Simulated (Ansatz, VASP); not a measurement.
ZnSe: VASP beside Ansatz

```xyz
4
Lattice="3.9828 0.0000 0.0000 0.0000 3.9828 0.0000 0.0000 0.0000 5.2564" Properties=species:S:1:pos:R:3 pbc="T T T"
Zn    0.0000    0.0000    0.0000
Zn    1.9914    1.9914    0.0000
Se    0.0000    1.9914    1.6680
Se    1.9914    0.0000    3.5884
```

Alike in both runs: task single point; functional LDA; k mesh 8 × 8 × 6; occupations gaussian, width 0.05 eV; no spin polarisation.

```csv
,VASP,Ansatz
version,VASP 6.6.1,Ansatz 0.2.0
potentials or method,"VASP PAW LDA potentials, release 64 (Zn, Se), cutoff 520 eV","scalar-relativistic, plane waves, PAW"
valence electrons in the cell,36,56
```

Ansatz gave:

```
gap on the k mesh at the Fermi level (eV)                     : 0.76
least direct gap on the mesh (eV)                             : 0.76
pressure (GPa)                                                : -6.1
traceless stress, the component that is largest in VASP (GPa) : -3.67
rms of the force components (eV/Å)                            : 0.759
```

**Question.** Which values does VASP return?

**Answer.** gap on the k mesh at the Fermi level (eV): 0.78; least direct gap on the mesh (eV): 0.78; pressure (GPa): -5.8; traceless stress, the component that is largest in VASP (GPa): -3.66; rms of the force components (eV/Å): 0.743.

LDA's correlation is that of Perdew and Zunger in VASP and of Perdew and Wang (1992) in Ansatz. Atom by atom the forces differ by 0.016 eV/Å (rms over components). VASP's potentials hold 36 valence electrons a cell and Ansatz's 56, so a difference there can come from the potentials and not from the codes.
